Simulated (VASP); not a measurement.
# Ag (I4/mmm) in VASP: a series of runs

Ag is run at these levels: PBE; tasks: single point.

Everything below comes from runs of VASP 6.6.1. Logs are shortened: lines on timing, memory, paths and dates and some standing lists are left out, and cuts for length are marked.

## (1) The cell of the first run

The structure is tetragonal, space group I4/mmm (No. 139). The conventional cell has a = 2.889 Å, b = 2.889 Å, c = 3.923 Å, α = 90.00°, β = 90.00°, γ = 90.00°. Within 3.7 Å of Ag (site symmetry 4/mmm) lie 12 Ag at 2.83 to 2.89 Å.

## (2) Single point, PBE (strain -0.0400 x Voigt [1, 0, 0, 0, 0, 0])

Input file INCAR:

```
PREC     = Accurate       # precision mode
ENCUT    = 520            # plane-wave cutoff, eV
EDIFF    = 1E-7           # SCF threshold, eV
ISMEAR   = 0              # smearing method
SIGMA    = 0.15           # smearing width, eV
LREAL    = False          # projectors in reciprocal space
LASPH    = True           # aspherical terms in the spheres
NELM     = 60             # most SCF steps
ALGO     = Fast           # electronic algorithm
ISIF     = 2              # what is computed and relaxed
LWAVE    = False          # write WAVECAR
LCHARG   = False          # write CHGCAR
GGA      = PE             # functional
NBANDS   = 12             # bands
```

Input file KPOINTS:

```
regular mesh
0
Gamma
  20 20 20
```

Input file POSCAR:

```
Ag
1.0
    0.0000000000      2.0431000000      2.0431000000
    1.9613760000      0.0000000000      2.0431000000
    1.9613760000      2.0431000000      0.0000000000
Ag
1
Direct
    0.0000000000      0.0000000000      0.0000000000
```

Potentials or basis: VASP PAW PBE potentials, release 64 (Ag).

On the command line:

```console
cat potpaw_PBE.64/Ag/POTCAR > POTCAR
mpirun -np 1 vasp_std > vasp.out
```

OUTCAR:

```text
PREC = Accurate
   ENCUT = 520
   EDIFF = 1E-7
   ISMEAR = 0
   LREAL = False
   LASPH = True
   NELM = 60
   ISIF = 2
   GGA = PE

 ion  position               nearest neighbor table
   1  0.000  0.000  0.000-

  LATTYP: Found a body centered tetragonal cell.
 ALAT       =     2.8893797293
 C/A-ratio  =     1.3576450199

  Lattice vectors:

 A1 = (  -1.9613760000,   0.0000000000,  -2.0431000000)
 A2 = (  -1.9613760000,   0.0000000000,   2.0431000000)
 A3 = (   1.9613760000,   2.0431000000,   0.0000000000)

Analysis of symmetry for initial positions (statically):
=====================================================================
 Subroutine PRICEL returns:
 Original cell was already a primitive cell.

 Routine SETGRP: Setting up the symmetry group for a
 body centered tetragonal supercell.

 Subroutine GETGRP returns: Found 16 space group operations
 (whereof 16 operations were pure point group operations)
 out of a pool of 16 trial point group operations.

The static configuration has the point symmetry D_4h.

Analysis of symmetry for dynamics (positions and initial velocities):
=====================================================================
 Subroutine PRICEL returns:
 Original cell was already a primitive cell.

 Routine SETGRP: Setting up the symmetry group for a
 body centered tetragonal supercell.

 Subroutine GETGRP returns: Found 16 space group operations
 (whereof 16 operations were pure point group operations)
 out of a pool of 16 trial point group operations.

The dynamic configuration has the point symmetry D_4h.

 Subroutine INISYM returns: Found 16 space group operations
 (whereof 16 operations are pure point group operations),
 and found     1 'primitive' translations

----------------------------------------------------------------------------------------

                                     Primitive cell

  volume of cell :      16.3746

  direct lattice vectors                    reciprocal lattice vectors
     0.000000000  2.043100000  2.043100000    -0.254923074  0.244726151  0.244726151
     1.961376000  0.000000000  2.043100000     0.254923074 -0.244726151  0.244726151
     1.961376000  2.043100000  0.000000000     0.254923074  0.244726151 -0.244726151

  length of vectors
     2.889379729  2.832181743  2.832181743     0.429845963  0.429845963  0.429845963

  position of ions in fractional coordinates (direct lattice)
     0.000000000  0.000000000  0.000000000

  ion indices of the primitive-cell ions
   primitive index   ion index
                 1           1

----------------------------------------------------------------------------------------

 KPOINTS: regular mesh

Automatic generation of k-mesh.
 Grid dimensions read from file:
 generate k-points for:   20   20   20

 Generating k-lattice:

  Cartesian coordinates                     Fractional coordinates (reciprocal lattice)
    -0.012746154  0.012236308  0.012236308     0.050000000  0.000000000  0.000000000
     0.012746154 -0.012236308  0.012236308     0.000000000  0.050000000  0.000000000
     0.012746154  0.012236308 -0.012236308     0.000000000  0.000000000  0.050000000

  Length of vectors
     0.021492298  0.021492298  0.021492298

  Shift w.r.t. Gamma in fractional coordinates (k-lattice)
     0.000000000  0.000000000  0.000000000

 Subroutine IBZKPT returns following result:
 ===========================================

 Found    641 irreducible k-points:

 Following reciprocal coordinates:
            Coordinates               Weight
  0.000000  0.000000  0.000000      1.000000
  0.050000  0.000000  0.000000      8.000000
  0.100000 -0.000000 -0.000000      8.000000
  0.150000  0.000000  0.000000      8.000000
  0.200000 -0.000000 -0.000000      8.000000
  0.250000  0.000000  0.000000      8.000000
[... 16 lines left out ...]
 -0.400000  0.050000  0.000000     16.000000
 -0.350000  0.050000  0.000000     16.000000
 [... further k-points ...]
   k-points           NKPTS =    641   k-points in BZ     NKDIM =    641   number of bands    NBANDS=     12
   number of dos      NEDOS =    301   number of ions     NIONS =      1
   total plane-waves  NPLWV =  13824
   dimension x,y,z NGX =    24 NGY =   24 NGZ =   24
   dimension x,y,z NGXF=    48 NGYF=   48 NGZF=   48
   ions per type =               1
   NGX,Y,Z   is equivalent  to a cutoff of  13.81, 14.09, 14.09 a.u.
   NGXF,Y,Z  is equivalent  to a cutoff of  27.62, 28.18, 28.18 a.u.
 SYSTEM =  unknown system
   PREC   = accura    normal or accurate (medium, high low for compatibility)
   ISTART =      0    job   : 0-new  1-cont  2-samecut
   ICHARG =      2    charge: 1-file 2-atom 10-const
   ISPIN  =      1    spin polarized calculation?
   LNONCOLLINEAR =      F non collinear calculations
   LSORBIT =      F    spin-orbit coupling
   LASPH  =      T    aspherical Exc in radial PAW
   ENCUT  =  520.0 eV  38.22 Ry    6.18 a.u.   5.37  5.27  5.27*2*pi/ulx,y,z
   NELM   =     60;   NELMIN=  2; NELMDL= -5     # of ELM steps
   EDIFF  = 0.1E-06   stopping-criterion for ELM
   LREAL  =      F    real-space projection
   EDIFFG = 0.1E-05   stopping-criterion for IOM
   NSW    =      0    number of steps for IOM
   IBRION =     -1    ionic relax: 0-MD 1-quasi-New 2-CG
   NFREE  =      0    steps in history (QN), initial steepest desc. (CG)
   ISIF   =      2    stress and relaxation
   ISYM   =      2    0-nonsym 1-usesym 2-fastsym
   POTIM  = 0.5000    time-step for ionic-motion
   TEBEG  =    0.0;   TEEND  =   0.0 temperature during run
   PSTRESS=    0.0 pullay stress
   NELECT =      11.0000    total number of electrons
   NUPDOWN=      -1.0000    fix difference up-down
   EMIN   =  10.00;   EMAX   =-10.00  energy-range for DOS
   EFERMI =   0.00;   METHOD = LEGACY
   ISMEAR =     0;   SIGMA  =   0.15  broadening in eV -4-tet -1-fermi 0-gaus
   EFERMI_NEDOS =   21; number of points for ismear=-14 and -15
   IALGO  =     68    algorithm
   IMIX   =      4    mixing-type and parameters
     AMIX     =   0.40;   BMIX     =  1.00
     AMIX_MAG =   1.60;   BMIX_MAG =  1.00
  volume/ion in A,a.u.               =      16.37       110.50
  Fermi-wavevector in a.u.,A,eV,Ry     =   1.433779  2.709450 27.969817  2.055724
  Thomas-Fermi vector in A             =   2.553260
   LORBIT       =      0    0 simple, 1 ext, 2 COOP (PROOUT), +10 PAW based schemes
   GGA     = PE    functional components
   LHFCALC =     F    Hartree Fock is set to
   AEXX    =    0.0000 exact exchange contribution
   IVDW    =     0    specifies the selected vdW correction
   LEPSILON=     F    determine dielectric tensor
   LRPA    =     F    only Hartree local field effects (RPA)
 non-spin polarized calculation
 RMM-DIIS sequential band-by-band and
 Gauss-broadening in eV      SIGMA  =   0.15
  energy-cutoff  :      520.00
  volume of cell :       16.37
 maximum number of plane-waves:       455
 NGX is ok and might be reduce to    24
   NGX = 11   NGY = 11   NGZ = 11

 number of electron      11.0000003 magnetization

 Free energy of the ion-electron system (eV)
  ---------------------------------------------------
  ext. energy  EPLUGINS =         0.00000000
  ---------------------------------------------------
  free energy    TOTEN  =        -2.67803971 eV

  energy without entropy =       -2.67575794  energy(sigma->0) =       -2.67689883

 E-fermi :   9.0294     XC(G=0): -12.4529

 val. band max:        9.0060861811   @ k =  -0.3500   0.1500   0.1000
 cond. band min:       9.0484618018   @ k =   0.5000   0.1000   0.0000
 fundamental gap:      0.0423756208
 Fermi energy:         9.0294033447

 k-point     1 :       0.0000    0.0000    0.0000
  band No.  band energies     occupation
      1       0.9355      2.00000
      2       3.9651      2.00000
      3       3.9651      2.00000
      4       4.2264      2.00000
      5       5.0145      2.00000
      6       5.2904      2.00000
      7      25.1384      0.00000
      8      28.7238      0.00000
      9      28.7238      0.00000
     10      29.3599      0.00000
     11      33.8411      0.00000
     12      34.9220      0.00000

 k-point     2 :       0.0500    0.0000    0.0000
  band No.  band energies     occupation
      1       1.0167      2.00000
      2       3.9609      2.00000
      3       3.9887      2.00000
      4       4.2334      2.00000
      5       5.0081      2.00000
      6       5.2782      2.00000
      7      25.1691      0.00000
      8      28.1761      0.00000
      9      28.7708      0.00000
     10      29.2463      0.00000
     11      34.0562      0.00000
     12      34.9001      0.00000

 k-point     3 :       0.1000   -0.0000   -0.0000
  band No.  band energies     occupation
      1       1.2532      2.00000
      2       3.9402      2.00000
      3       4.0506      2.00000
      4       4.2665      2.00000
      5       4.9979      2.00000
      6       5.2483      2.00000
      7      25.1101      0.00000
      8      26.8807      0.00000
      9      28.8964      0.00000
     10      29.3028      0.00000
     11      33.3252      0.00000
     12      34.6991      0.00000
[... 286 lines left out ...]
 k-point    23 :      -0.4000    0.0500    0.0000
  band No.  band energies     occupation
      1       2.4397      2.00000
      2       3.9255      2.00000
      3       4.2128      2.00000
      4       5.7237      2.00000
      5       5.8312      2.00000
      6       7.6277      2.00000
      7      14.3864      0.00000
      8      24.3292      0.00000
      9      26.5150      0.00000
     10      28.3190      0.00000
     11      32.2006      0.00000
     12      32.9919      0.00000

 k-point    24 :      -0.3500    0.0500    0.0000
  band No.  band energies     occupation
      1       2.4966      2.00000
      2       3.9850      2.00000
      3       4.2689      2.00000
      4       5.4732      2.00000
      5       5.6273      2.00000
      6       6.6552      2.00000
      7      16.0502      0.00000
      8      24.5815      0.00000
      9      26.8637      0.00000
     10      29.0415      0.00000
     11      31.9900      0.00000
     12      32.8598      0.00000

 [... further k-points ...]

------------------------ aborting loop because EDIFF is reached ----------------------------------------

  FORCE on cell =-STRESS in cart. coord.  units (eV):
  Direction    XX          YY          ZZ          XY          YZ          ZX
  --------------------------------------------------------------------------------------
  -------------------------------------------------------------------------------------
  Total        1.1277021      0.9580592      0.9580592      0.0000000      0.0000000      0.0000000
  in kB      110.3404839     93.7417008     93.7417008      0.0000000      0.0000000      0.0000000
  external PRESSURE =      99.2746285 kB  Pullay stress =       0.0000000 kB

 VOLUME and BASIS-vectors are now :
 -----------------------------------------------------------------------------
  energy-cutoff  :      520.00
  volume of cell :       16.37
      direct lattice vectors                 reciprocal lattice vectors
     0.000000000  2.043100000  2.043100000    -0.254923074  0.244726151  0.244726151
     1.961376000  0.000000000  2.043100000     0.254923074 -0.244726151  0.244726151
     1.961376000  2.043100000  0.000000000     0.254923074  0.244726151 -0.244726151

 POSITION                                       TOTAL-FORCE (eV/Angst)
 -----------------------------------------------------------------------------------
      0.00000      0.00000      0.00000         0.000000      0.000000      0.000000
 -----------------------------------------------------------------------------------
    total drift:                               -0.000000     -0.000000     -0.000000

  FREE ENERGIE OF THE ION-ELECTRON SYSTEM (eV)
  ---------------------------------------------------
  free  energy   TOTEN  =        -2.6780397122 eV

  energy  without entropy=       -2.6757579439  energy(sigma->0) =       -2.67689883
```

Wall time 37 s (1 thread of Intel Xeon 6975P-C (Granite Rapids), shared host); peak memory 0.23 GiB.

What came out:

| Quantity | Value |
| --- | --- |
| Free energy | -2.6780 eV |
| Pressure | 9.9 GPa |
| Band gap on the k mesh | zero (an odd number of electrons rules out a gap without spin polarisation) |

Stress tensor (GPa, compression positive):
```
11.03  0.00  0.00
 0.00  9.37  0.00
 0.00  0.00  9.37
```

Caveat: the cell differs from its parent crystal (strain -0.0400 x Voigt [1, 0, 0, 0, 0, 0]); the cell stands under pressure.

## (3) Single point, PBE (strain -0.0300 x Voigt [1, 0, 0, 0, 0, 0])

Input file INCAR:

```
PREC = Accurate ; ENCUT = 520
EDIFF = 1E-6 ; ISMEAR = 0
SIGMA = 0.15 ; LREAL = F
LASPH = T ; NELM = 100
ALGO = Normal ; ISIF = 2
LWAVE = F ; LCHARG = T
GGA = PE ; LELF = T
LVHAR = T ; NBANDS = 12
```

Input file KPOINTS:

```
Automatic mesh
0
Gamma
  20 20 20
```

Input file POSCAR:

```
Ag
1.0
    0.0000000000      2.0431000000      2.0431000000
    1.9818070000      0.0000000000      2.0431000000
    1.9818070000      2.0431000000      0.0000000000
Ag
1
Direct
    0.0000000000      0.0000000000      0.0000000000
```

Potentials or basis: VASP PAW PBE potentials, release 64 (Ag).

On the command line:

```console
cat potpaw_PBE.64/Ag/POTCAR > POTCAR
mpirun -np 1 vasp_std > vasp.out
```

Run time: 35 s. Hardware: 1 thread of Intel Xeon 6975P-C (Granite Rapids), shared host; peak memory 0.24 GiB.

Results (log left out):

```
Free energy            : -2.6889 eV
Pressure               : 8.4 GPa
Band gap on the k mesh : zero (an odd number of electrons rules out a gap without spin polarisation)
```

Stress tensor (GPa, compression positive):
```
9.20 0.00 0.00
0.00 7.99 0.00
0.00 0.00 7.99
```

Levels at points of the mesh, in eV from the Fermi level:
```
           k point  band 3  band 4  band 5  band 6  band 7  band 8  band 9  band 10
(0.00, 0.00, 0.00)   -5.00   -4.81   -3.95   -3.75   16.08   19.67   19.67    20.13
(0.50, 0.00, 0.00)   -4.86   -3.06   -2.96   -0.50    3.76   15.25   17.82    18.59
(0.50, 0.50, 0.00)   -3.04   -2.87   -2.72    1.38    6.71   10.96   11.03    17.71
(0.00, 0.50, 0.50)   -3.05   -2.78   -2.78    1.93    7.48   10.43   10.43    17.18
```

Caveat: the cell differs from its parent crystal (strain -0.0300 x Voigt [1, 0, 0, 0, 0, 0]); the cell stands under pressure.

## (4) Single point, PBE (strain -0.0200 x Voigt [1, 0, 0, 0, 0, 0])

Input file INCAR:

```
ALGO = Fast ; EDIFF = 1E-6
ENCUT = 520 ; GGA = PE
ISIF = 2 ; ISMEAR = 0
LASPH = T ; LCHARG = F
LREAL = F ; LWAVE = F
NBANDS = 12 ; NELM = 80
PREC = Accurate ; SIGMA = 0.15
```

Input file KPOINTS:

```
k-points
0
Gamma
  20 20 20
```

Input file POSCAR:

```
Ag
1.0
    0.0000000000      2.0431000000      2.0431000000
    2.0022380000      0.0000000000      2.0431000000
    2.0022380000      2.0431000000      0.0000000000
Ag
1
Direct
    0.0000000000      0.0000000000      0.0000000000
```

On the command line:

```console
cat potpaw_PBE.64/Ag/POTCAR > POTCAR
mpirun -np 1 vasp_std > vasp.out
```

It took 63 s on 1 thread of Intel Xeon 6975P-C (Granite Rapids), shared host; peak memory 0.24 GiB.

Results (log left out):

```
Free energy            : -2.6979 eV
Pressure               : 7.1 GPa
Band gap on the k mesh : zero (an odd number of electrons rules out a gap without spin polarisation)
```

Stress tensor (GPa, compression positive):
```
7.59 0.00 0.00
0.00 6.80 0.00
0.00 0.00 6.80
```

Levels at points of the mesh, in eV from the Fermi level:
| k point | band 2 | band 3 | band 4 | band 5 | band 6 | band 7 | band 8 | band 9 | band 10 | band 11 |
| --- | --- | --- | --- | --- | --- | --- | --- | --- | --- | --- |
| (0.00, 0.00, 0.00) | -4.94 | -4.94 | -4.81 | -3.89 | -3.76 | 16.06 | 19.65 | 19.65 | 19.94 | 24.60 |
| (0.50, 0.00, 0.00) | -4.98 | -4.86 | -3.03 | -2.97 | -0.47 | 3.70 | 15.26 | 17.83 | 18.33 | 22.92 |
| (0.50, 0.50, 0.00) | -6.44 | -3.03 | -2.84 | -2.74 | 1.46 | 6.72 | 10.86 | 10.90 | 17.52 | 17.63 |
| (0.00, 0.50, 0.50) | -6.44 | -3.04 | -2.78 | -2.78 | 1.81 | 7.22 | 10.51 | 10.51 | 17.18 | 17.26 |

Caveat: the cell differs from its parent crystal (strain -0.0200 x Voigt [1, 0, 0, 0, 0, 0]); the cell stands under pressure.

(Part 1 of 2 ends here.)

The gap in the log of VASP goes by the Fermi energy; the results here count the filled bands.